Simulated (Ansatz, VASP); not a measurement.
## Two plane-wave programs on CuRu2

```
CELL_PARAMETERS angstrom
4.28941 0.00000 0.00000
-2.14470 3.71474 0.00000
0.00000 0.00000 2.59211
ATOMIC_POSITIONS crystal
Cu 0.00000 0.00000 0.00000
Ru 0.33333 0.66667 0.50000
Ru 0.66667 0.33333 0.50000
```

Change from the starting cell: species swapped into the ScB2 type (P6/mmm, No. 191).

Alike in both runs: functional PBE; k mesh 6 × 6 × 6; occupations gaussian, width 0.1 eV; no spin polarisation.

Ansatz relaxed the structure, and its values are those at the end. VASP's run is a single point on that final structure, the one shown.

|  | VASP | Ansatz |
| --- | --- | --- |
| version | VASP 6.6.1 | Ansatz 0.2.0 |
| potentials or method | VASP PAW PBE potentials, release 64 (Cu, Ru_pv), cutoff 520 eV | scalar-relativistic, plane waves, PAW |
| valence electrons in the cell | 39 | 51 |

VASP gave:

```
gap on the k mesh at the Fermi level (eV) : none
pressure (GPa)                            : 0.2
```

Q: Estimate Ansatz's values.

A: gap on the k mesh at the Fermi level (eV): none; pressure (GPa): 0.0.

A gap of «none» marks a metal or a gap that the smearing closes. VASP's potentials hold 39 valence electrons a cell and Ansatz's 51, so a difference there can come from the potentials and not from the codes.

The k mesh is coarse, so the values compare programs but aren't converged.
